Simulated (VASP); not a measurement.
C, 2 atoms in the cell. The typed cell holds 2 atoms: a = 2.458 Å, b = 2.458 Å, c = 3.529 Å, α = 90.00°, β = 90.00°, γ = 120.00°.  This cell differs from its parent crystal: atoms displaced along a vibrational mode.

* Program: VASP 6.6.1
* Task: single point
* Functional: PBEsol
* Dispersion: D3(BJ)
* Potentials or basis: VASP PAW PBE potentials, release 64 (C)
* Cutoff: 520 eV
* k mesh: 21 × 21 × 12
* Occupations: gaussian, width 0.15 eV
* Spin: no spin polarisation
* Dipole correction: no
* Further INCAR settings: ALGO = Normal; EDIFF = 1e-07; NBANDS = 11

Potentials or basis: VASP PAW PBE potentials, release 64 (C).

Run with:

```console
$ cat potpaw_PBE.64/C/POTCAR > POTCAR
$ mpirun -np 1 vasp_std > vasp.out
```

Hardware: 1 thread of Intel(R) Xeon(R) Platinum 8259CL CPU @ 2.50GHz (Skylake/Cascade Lake), with other jobs on the host.

Q: How long does it take, and how much memory?

A: Wall time 5.5 min on 1 thread of Intel(R) Xeon(R) Platinum 8259CL CPU @ 2.50GHz (Skylake/Cascade Lake), with other jobs on the host, peak memory 0.5 GiB. Counts: scf iterations 13, k points 2647.
